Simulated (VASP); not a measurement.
Set up this calculation in VASP 6.6.1, as the native input.

| Quantity | Value |
| --- | --- |
| Task | single point |
| Functional | PBE |
| Potentials or basis | VASP PAW PBE potentials, release 64 (Ga_d) |
| Cutoff | 520 eV |
| k mesh | 16 × 16 × 12 |
| Occupations | gaussian, width 0.1 eV |
| Spin | no spin polarisation |
| Dipole correction | no |
| Further INCAR settings | ALGO = Normal; EDIFF = 1e-06; NBANDS = 20 |

The structure of Ga lies in POSCAR:

```
Ga
1.0
    1.4039707690     -4.0297821361     -0.0121204651
    1.4039707690      4.0297821361     -0.0121204651
   -0.1484140761      0.0000000000      3.3874657872
Ga
2
Direct
    0.8659499693      0.1340500307      0.2500000000
    0.1340500307      0.8659499693      0.7500000000
```

One way to write it, as run:

INCAR

```
SYSTEM = Ga
PREC = Accurate
ENCUT = 520
EDIFF = 1E-6
ISMEAR = 0
SIGMA = 0.1
LREAL = .False.
LASPH = .True.
NELM = 100
ALGO = Normal
ISIF = 2
LWAVE = .False.
LCHARG = .True.
GGA = PE
LELF = .True.
LVHAR = .True.
NBANDS = 20
```

KPOINTS

```
Automatic mesh
0
Gamma
  16 16 12
  0 0 0
```

Potentials or basis: VASP PAW PBE potentials, release 64 (Ga_d).

The run is started by

```bash
$ cat potpaw_PBE.64/Ga_d/POTCAR > POTCAR
$ mpirun -np 1 vasp_std > vasp.out
```

Results of the run:

```
Pressure               : 0.0 GPa
Band gap on the k mesh : zero (band 13 reaches 9.24 eV, above the bottom of band 14 at 1.17 eV)
```

Wall time 4.1 min on 1 thread of Intel(R) Xeon(R) 6975P-C (Granite Rapids), on a shared host, peak memory 0.57 GiB.
